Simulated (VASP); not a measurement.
# LiNbO3 (R3c) in VASP: further runs

Runs on LiNbO3. Level: LDA. Tasks: single point.

Program: VASP 6.6.1. These are calculated values, not measurements. Logs are shortened: lines on timing, memory, paths and dates and some standing lists are left out, and cuts for length are marked.

### Step 1. The cell of the first run

The structure is trigonal, space group R3c (No. 161). The conventional cell has a = 5.074 Å, b = 5.074 Å, c = 13.623 Å, α = 90.00°, β = 90.00°, γ = 120.00°. Li (site symmetry 3) has 6 O at 2.00 to 2.21 Å within 2.7 Å. Nb (site symmetry 3) has 6 O at 1.88 to 2.08 Å within 2.5 Å. O (site symmetry 1) has 2 Nb at 1.88 to 2.08 Å and 2 Li at 2.00 to 2.21 Å within 2.5 Å.

### Step 2. Single point, LDA

The input, INCAR:

```
PREC = Accurate ; ENCUT = 520
EDIFF = 1E-7 ; ISMEAR = 0
SIGMA = 0.01 ; LREAL = False
LASPH = True ; NELM = 100
ALGO = Normal ; ISIF = 2
LWAVE = False ; LCHARG = True
GGA = CA ; LELF = True
LVHAR = True ; NBANDS = 45
```

The input, KPOINTS:

```
Automatic mesh
0
Gamma
  4 4 4
```

The input, POSCAR:

```
LiNbO3
1.0
    2.5370886510      1.4647888156      4.5410421274
   -2.5370886510      1.4647888156      4.5410421274
    0.0000000000     -2.9295776312      4.5410421274
Li Nb O
2 2 6
Direct
    0.3017032793      0.3017032793      0.3017032793
    0.8017032793      0.8017032793      0.8017032793
    0.0184289614      0.0184289614      0.0184289614
    0.5184289614      0.5184289614      0.5184289614
    0.1264447255      0.3866880278      0.7379350061
    0.7379350061      0.1264447255      0.3866880278
    0.3866880278      0.7379350061      0.1264447255
    0.2379350061      0.8866880278      0.6264447255
    0.8866880278      0.6264447255      0.2379350061
    0.6264447255      0.2379350061      0.8866880278
```

Potentials or basis: VASP PAW LDA potentials, release 64 (Li_sv, Nb_sv, O).

The run is started by

```sh
$ cat potpaw_LDA.64/Li_sv/POTCAR potpaw_LDA.64/Nb_sv/POTCAR potpaw_LDA.64/O/POTCAR > POTCAR
$ mpirun -np 1 vasp_std > vasp.out
```

OUTCAR:

```text
PREC = Accurate
   ENCUT = 520
   EDIFF = 1E-7
   ISMEAR = 0
   LREAL = False
   LASPH = True
   NELM = 100
   ISIF = 2
   GGA = CA

 ion  position               nearest neighbor table
   1  0.302  0.302  0.302-   8 2.00  10 2.00   9 2.00   5 2.21   7 2.21   6 2.21
   2  0.802  0.802  0.802-   7 2.00   6 2.00   5 2.00   9 2.21   8 2.21  10 2.21
   3  0.018  0.018  0.018-   5 1.88   6 1.88   7 1.88   9 2.08   8 2.08  10 2.08
   4  0.518  0.518  0.518-   9 1.88  10 1.88   8 1.88   5 2.08   7 2.08   6 2.08
   5  0.126  0.387  0.738-   3 1.88   2 2.00   4 2.08   1 2.21
   6  0.738  0.126  0.387-   3 1.88   2 2.00   4 2.08   1 2.21
   7  0.387  0.738  0.126-   3 1.88   2 2.00   4 2.08   1 2.21
   8  0.238  0.887  0.626-   4 1.88   1 2.00   3 2.08   2 2.21
   9  0.887  0.626  0.238-   4 1.88   1 2.00   3 2.08   2 2.21
  10  0.626  0.238  0.887-   4 1.88   1 2.00   3 2.08   2 2.21

  LATTYP: Found a trigonal (rhomboedric) cell.
 ALAT       =     5.4040252313
 COS(alpha) =     0.5591746665

  Lattice vectors:

 A1 = (   2.5370886510,   1.4647888156,   4.5410421274)
 A2 = (  -2.5370886510,   1.4647888156,   4.5410421274)
 A3 = (   0.0000000000,  -2.9295776312,   4.5410421274)

Analysis of symmetry for initial positions (statically):
=====================================================================
 Subroutine PRICEL returns:
 Original cell was already a primitive cell.

 Routine SETGRP: Setting up the symmetry group for a
 trigonal (rhombohedral) supercell.

 Subroutine GETGRP returns: Found  6 space group operations
 (whereof  3 operations were pure point group operations)
 out of a pool of 12 trial point group operations.

The static configuration has the point symmetry C_3 .
 The point group associated with its full space group is C_3v.

Analysis of symmetry for dynamics (positions and initial velocities):
=====================================================================
 Subroutine PRICEL returns:
 Original cell was already a primitive cell.

 Routine SETGRP: Setting up the symmetry group for a
 trigonal (rhombohedral) supercell.

 Subroutine GETGRP returns: Found  6 space group operations
 (whereof  3 operations were pure point group operations)
 out of a pool of 12 trial point group operations.

The dynamic configuration has the point symmetry C_3 .
 The point group associated with its full space group is C_3v.

 Subroutine INISYM returns: Found  6 space group operations
 (whereof  3 operations are pure point group operations),
 and found     1 'primitive' translations

----------------------------------------------------------------------------------------

                                     Primitive cell

  volume of cell :     101.2552

  direct lattice vectors                    reciprocal lattice vectors
     2.537088651  1.464788816  4.541042127     0.197076283  0.113782045  0.073404590
    -2.537088651  1.464788816  4.541042127    -0.197076283  0.113782045  0.073404590
     0.000000000 -2.929577631  4.541042127     0.000000000 -0.227564090  0.073404590

  length of vectors
     5.404025231  5.404025231  5.404025231     0.239110118  0.239110118  0.239110118

  position of ions in fractional coordinates (direct lattice)
     0.301703279  0.301703279  0.301703279
     0.801703279  0.801703279  0.801703279
     0.018428961  0.018428961  0.018428961
     0.518428961  0.518428961  0.518428961
     0.126444726  0.386688028  0.737935006
     0.737935006  0.126444726  0.386688028
     0.386688028  0.737935006  0.126444726
     0.237935006  0.886688028  0.626444726
     0.886688028  0.626444726  0.237935006
     0.626444726  0.237935006  0.886688028

  ion indices of the primitive-cell ions
   primitive index   ion index
                 1           1
                 2           2
                 3           3
                 4           4
                 5           5
                 6           6
                 7           7
                 8           8
                 9           9
                10          10

----------------------------------------------------------------------------------------

 KPOINTS: Automatic mesh

Automatic generation of k-mesh.
 Grid dimensions read from file:
 generate k-points for:    4    4    4

 Generating k-lattice:

  Cartesian coordinates                     Fractional coordinates (reciprocal lattice)
     0.049269071  0.028445511  0.018351147     0.250000000  0.000000000  0.000000000
    -0.049269071  0.028445511  0.018351147     0.000000000  0.250000000  0.000000000
     0.000000000 -0.056891022  0.018351147     0.000000000  0.000000000  0.250000000

  Length of vectors
     0.059777530  0.059777530  0.059777530

  Shift w.r.t. Gamma in fractional coordinates (k-lattice)
     0.000000000  0.000000000  0.000000000

 Subroutine IBZKPT returns following result:
 ===========================================

 Found     13 irreducible k-points:

 Following reciprocal coordinates:
            Coordinates               Weight
  0.000000  0.000000  0.000000      1.000000
  0.250000  0.000000  0.000000      6.000000
  0.500000  0.000000  0.000000      3.000000
  0.250000  0.250000  0.000000      6.000000
  0.500000  0.250000  0.000000     12.000000
 -0.250000  0.250000  0.000000      6.000000
  0.500000  0.500000  0.000000      3.000000
  0.250000  0.250000  0.250000      2.000000
  0.500000  0.250000  0.250000      6.000000
 -0.250000  0.250000  0.250000      6.000000
  0.500000  0.500000  0.250000      6.000000
 -0.250000  0.500000  0.250000      6.000000
  0.500000  0.500000  0.500000      1.000000
   k-points           NKPTS =     13   k-points in BZ     NKDIM =     13   number of bands    NBANDS=     45
   number of dos      NEDOS =    301   number of ions     NIONS =     10
   total plane-waves  NPLWV =  64000
   dimension x,y,z NGX =    40 NGY =   40 NGZ =   40
   dimension x,y,z NGXF=    80 NGYF=   80 NGZF=   80
   ions per type =               2   2   6
   NGX,Y,Z   is equivalent  to a cutoff of  12.31, 12.31, 12.31 a.u.
   NGXF,Y,Z  is equivalent  to a cutoff of  24.61, 24.61, 24.61 a.u.
 SYSTEM =  unknown system
   PREC   = accura    normal or accurate (medium, high low for compatibility)
   ISTART =      0    job   : 0-new  1-cont  2-samecut
   ICHARG =      2    charge: 1-file 2-atom 10-const
   ISPIN  =      1    spin polarized calculation?
   LNONCOLLINEAR =      F non collinear calculations
   LSORBIT =      F    spin-orbit coupling
   LASPH  =      T    aspherical Exc in radial PAW
   ENCUT  =  520.0 eV  38.22 Ry    6.18 a.u.  10.05 10.05 10.05*2*pi/ulx,y,z
   NELM   =    100;   NELMIN=  2; NELMDL= -5     # of ELM steps
   EDIFF  = 0.1E-06   stopping-criterion for ELM
   LREAL  =      F    real-space projection
   EDIFFG = 0.1E-05   stopping-criterion for IOM
   NSW    =      0    number of steps for IOM
   IBRION =     -1    ionic relax: 0-MD 1-quasi-New 2-CG
   NFREE  =      0    steps in history (QN), initial steepest desc. (CG)
   ISIF   =      2    stress and relaxation
   ISYM   =      2    0-nonsym 1-usesym 2-fastsym
   POTIM  = 0.5000    time-step for ionic-motion
   TEBEG  =    0.0;   TEEND  =   0.0 temperature during run
   PSTRESS=    0.0 pullay stress
   NELECT =      68.0000    total number of electrons
   NUPDOWN=      -1.0000    fix difference up-down
   EMIN   =  10.00;   EMAX   =-10.00  energy-range for DOS
   EFERMI =   0.00;   METHOD = LEGACY
   ISMEAR =     0;   SIGMA  =   0.01  broadening in eV -4-tet -1-fermi 0-gaus
   EFERMI_NEDOS =   21; number of points for ismear=-14 and -15
   IALGO  =     38    algorithm
   IMIX   =      4    mixing-type and parameters
     AMIX     =   0.40;   BMIX     =  1.00
     AMIX_MAG =   1.60;   BMIX_MAG =  1.00
  volume/ion in A,a.u.               =      10.13        68.33
  Fermi-wavevector in a.u.,A,eV,Ry     =   1.433635  2.709178 27.964189  2.055310
  Thomas-Fermi vector in A             =   2.553132
   LORBIT       =      0    0 simple, 1 ext, 2 COOP (PROOUT), +10 PAW based schemes
   GGA     = CA    functional components
   LHFCALC =     F    Hartree Fock is set to
   AEXX    =    0.0000 exact exchange contribution
   IVDW    =     0    specifies the selected vdW correction
   LEPSILON=     F    determine dielectric tensor
   LRPA    =     F    only Hartree local field effects (RPA)
 non-spin polarized calculation
 Gauss-broadening in eV      SIGMA  =   0.01
  energy-cutoff  :      520.00
  volume of cell :      101.26
 maximum number of plane-waves:      2744
   NGX = 21   NGY = 21   NGZ = 21

 number of electron      67.9999968 magnetization

 Free energy of the ion-electron system (eV)
  ---------------------------------------------------
  ext. energy  EPLUGINS =         0.00000000
  ---------------------------------------------------
  free energy    TOTEN  =       -87.60354649 eV

  energy without entropy =      -87.60354649  energy(sigma->0) =      -87.60354649

 E-fermi :   3.8908     XC(G=0): -11.5967

 val. band max:        3.7198082677   @ k =   0.2500   0.2500   0.2500
 cond. band min:       7.2438323381   @ k =   0.0000   0.0000   0.0000
 fundamental gap:      3.5240240703
 Fermi energy:         3.8907805652

 k-point     1 :       0.0000    0.0000    0.0000
  band No.  band energies     occupation
      1     -49.9913      2.00000
      2     -49.9711      2.00000
      3     -37.5105      2.00000
      4     -37.5063      2.00000
      5     -26.5284      2.00000
      6     -26.5284      2.00000
[... 37 lines left out ...]
     44      14.0840      0.00000
     45      14.2230      0.00000

 k-point     2 :       0.2500    0.0000    0.0000
  band No.  band energies     occupation
      1     -49.9883      2.00000
      2     -49.9740      2.00000
      3     -37.5100      2.00000
      4     -37.5069      2.00000
      5     -26.5056      2.00000
      6     -26.5022      2.00000
[... 520 lines left out ...]
 k-point    13 :       0.5000    0.5000    0.5000
  band No.  band energies     occupation
      1     -49.9812      2.00000
      2     -49.9812      2.00000
      3     -37.5085      2.00000
      4     -37.5085      2.00000
      5     -26.4355      2.00000
      6     -26.4355      2.00000
[... 37 lines left out ...]
     44      13.0620      0.00000
     45      13.0815      0.00000

------------------------ aborting loop because EDIFF is reached ----------------------------------------

  FORCE on cell =-STRESS in cart. coord.  units (eV):
  Direction    XX          YY          ZZ          XY          YZ          ZX
  --------------------------------------------------------------------------------------
  -------------------------------------------------------------------------------------
  Total        0.1285294      0.1285294      0.7014234      0.0000000      0.0000000      0.0000000
  in kB        2.0337415      2.0337415     11.0987331      0.0000000      0.0000000      0.0000000
  external PRESSURE =       5.0554054 kB  Pullay stress =       0.0000000 kB

 VOLUME and BASIS-vectors are now :
 -----------------------------------------------------------------------------
  energy-cutoff  :      520.00
  volume of cell :      101.26
      direct lattice vectors                 reciprocal lattice vectors
     2.537088651  1.464788816  4.541042127     0.197076283  0.113782045  0.073404590
    -2.537088651  1.464788816  4.541042127    -0.197076283  0.113782045  0.073404590
     0.000000000 -2.929577631  4.541042127     0.000000000 -0.227564090  0.073404590

 POSITION                                       TOTAL-FORCE (eV/Angst)
 -----------------------------------------------------------------------------------
      0.00000      0.00000      4.11014         0.000000      0.000000      0.000919
      0.00000      0.00000     10.92171         0.000000     -0.000000      0.000919
      0.00000      0.00000      0.25106         0.000000      0.000000     -0.057501
      0.00000      0.00000      7.06262         0.000000     -0.000000     -0.057501
     -0.66026     -1.41021      5.68115        -0.010159      0.027570      0.018860
      1.55141      0.13330      5.68115        -0.018797     -0.022583      0.018860
     -0.89114      1.27691      5.68115         0.028956     -0.004987      0.018860
     -1.64594     -0.18788      7.95167        -0.028956     -0.004987      0.018860
      0.66026      1.51937      7.95167         0.010159      0.027570      0.018860
      0.98568     -1.33149      7.95167         0.018797     -0.022583      0.018860
 -----------------------------------------------------------------------------------
    total drift:                                0.000000     -0.000000      0.000417

  FREE ENERGIE OF THE ION-ELECTRON SYSTEM (eV)
  ---------------------------------------------------
  free  energy   TOTEN  =       -87.6035464902 eV

  energy  without entropy=      -87.6035464902  energy(sigma->0) =      -87.60354649
```

Wall time 56 s (1 thread of Intel Xeon Platinum 8488C (Sapphire Rapids), shared host); peak memory 0.22 GiB.

Results:

```
Free energy            : -87.6035 eV
Largest force          : 0.058 eV/Å
Band gap on the k mesh : 3.52 eV, indirect (the least direct gap lies 2.2 meV higher)
```

Forces on the atoms (eV/Å):
```
Li   0.000  0.000  0.001
Li   0.000  0.000  0.001
Nb   0.000  0.000 -0.058
Nb   0.000  0.000 -0.058
O   -0.010  0.028  0.019
O   -0.019 -0.023  0.019
O    0.029 -0.005  0.019
O   -0.029 -0.005  0.019
O    0.010  0.028  0.019
O    0.019 -0.023  0.019
```

Caveat: the cutoff is under 1.25 times the usual one of these potentials, so pressure, stress and relaxed cells hold a basis-set (Pulay) error. Expect the measured gap to be larger: semilocal functionals such as LDA lack the derivative discontinuity.

### Step 3. Single point, LDA

This run uses another cell than the first one, of 10.62 Å³/atom, 1.049 times its volume.

The input, INCAR:

```
SYSTEM = LiNbO3
  PREC = Accurate
  ENCUT = 520
  EDIFF = 1E-6
  ISMEAR = 0
  SIGMA = 0.01
  LREAL = .False.
  LASPH = .True.
  NELM = 80
  ALGO = Normal
  ISIF = 2
  LWAVE = .False.
  LCHARG = .False.
  GGA = CA
  NBANDS = 45
```

The input, KPOINTS:

```
regular mesh
0
Gamma
  4 4 4
  0 0 0
```

The input, POSCAR:

```
LiNbO3
1.0
    2.5756485575      1.4870513880      4.6218000000
   -2.5756485575      1.4870513880      4.6218000000
    0.0000000000     -2.9741027760      4.6218000000
Li Nb O
2 2 6
Direct
    0.3021000000      0.3021000000      0.3021000000
    0.8021000000      0.8021000000      0.8021000000
    0.0192000000      0.0192000000      0.0192000000
    0.5192000000      0.5192000000      0.5192000000
    0.1311000000      0.3783000000      0.7405000000
    0.7405000000      0.1311000000      0.3783000000
    0.3783000000      0.7405000000      0.1311000000
    0.2405000000      0.8783000000      0.6311000000
    0.8783000000      0.6311000000      0.2405000000
    0.6311000000      0.2405000000      0.8783000000
```

Potentials or basis: VASP PAW LDA potentials, release 64 (Li_sv, Nb_sv, O).

The run is started by

```sh
$ cat potpaw_LDA.64/Li_sv/POTCAR potpaw_LDA.64/Nb_sv/POTCAR potpaw_LDA.64/O/POTCAR > POTCAR
$ mpirun -np 1 vasp_std > vasp.out
```

Wall time 63 s (1 thread of Intel Xeon Platinum 8488C (Sapphire Rapids), shared host); peak memory 0.23 GiB.

Results (log left out):

```yaml
Free_energy: -87.5272 eV
Largest_force: 0.145 eV/Å
Band_gap_on_the_k_mesh: 3.49 eV, direct
```

Forces in eV/Å, atoms in the order of the input:
```
Li   0.000  0.000 -0.009
Li   0.000  0.000 -0.009
Nb   0.000  0.000 -0.145
Nb   0.000  0.000 -0.145
O    0.066  0.064  0.051
O   -0.088  0.025  0.051
O    0.022 -0.089  0.051
O   -0.022 -0.089  0.051
O   -0.066  0.064  0.051
O    0.088  0.025  0.051
```

Levels at points of the mesh, in eV from the valence-band top:
| k point | band 31 | band 32 | band 33 | band 34 | band 35 | band 36 | band 37 | band 38 |
| --- | --- | --- | --- | --- | --- | --- | --- | --- |
| (0.00, 0.00, 0.00) | -0.66 | -0.49 | 0.00 | 0.00 | 3.49 | 3.49 | 3.95 | 5.15 |
| (0.50, 0.00, 0.00) | -0.29 | -0.29 | -0.21 | -0.21 | 3.87 | 3.87 | 4.68 | 4.68 |
| (0.50, 0.50, 0.00) | -0.71 | -0.66 | -0.47 | -0.19 | 3.58 | 4.09 | 4.60 | 4.61 |
| (0.50, 0.50, 0.50) | -0.31 | -0.31 | -0.31 | -0.31 | 4.60 | 4.60 | 4.82 | 4.82 |

Caveat: the cutoff is under 1.25 times the usual one of these potentials, so pressure, stress and relaxed cells hold a basis-set (Pulay) error.
